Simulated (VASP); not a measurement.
SrCd, 2 atoms in the cell. Symmetry: Pm-3m, No. 221, cubic system. The conventional cell has a = 3.300 Å, b = 3.300 Å, c = 3.300 Å, α = 90.00°, β = 90.00°, γ = 90.00°. Within 3.8 Å of Sr (site symmetry m-3m) lie 8 Cd at 2.86 Å and 6 Sr at 3.30 Å. Cd (site symmetry m-3m) has 8 Sr at 2.86 Å and 6 Cd at 3.30 Å within 3.8 Å. 

* Program: VASP 6.6.1
* Task: single point
* Functional: r2SCAN
* Potentials or basis: VASP PAW PBE potentials, release 64 (Sr_sv, Cd)
* Cutoff: 520 eV
* k mesh: 7 × 7 × 7
* Occupations: fermi-dirac, width 0.05 eV
* Spin: no spin polarisation
* Dipole correction: no
* Further INCAR settings: ALGO = Normal; EDIFF = 1e-07; NBANDS = 18

Potentials or basis: VASP PAW PBE potentials, release 64 (Sr_sv, Cd).

Command:

```console
$ cat potpaw_PBE.64/Sr_sv/POTCAR potpaw_PBE.64/Cd/POTCAR > POTCAR
$ cp INCAR.step1 INCAR
$ mpirun -np 1 vasp_std > vasp.out
$ cp INCAR.step2 INCAR
$ mpirun -np 1 vasp_std > vasp.out
```

Hardware: 1 thread of Intel(R) Xeon(R) 6975P-C (Granite Rapids), with other jobs on the host.

Task: How long does it take, and how much memory?

Result: Run time: 38 s on 1 thread of Intel(R) Xeon(R) 6975P-C (Granite Rapids) (shared host), peak memory 0.16 GiB. Counts: k points 20.
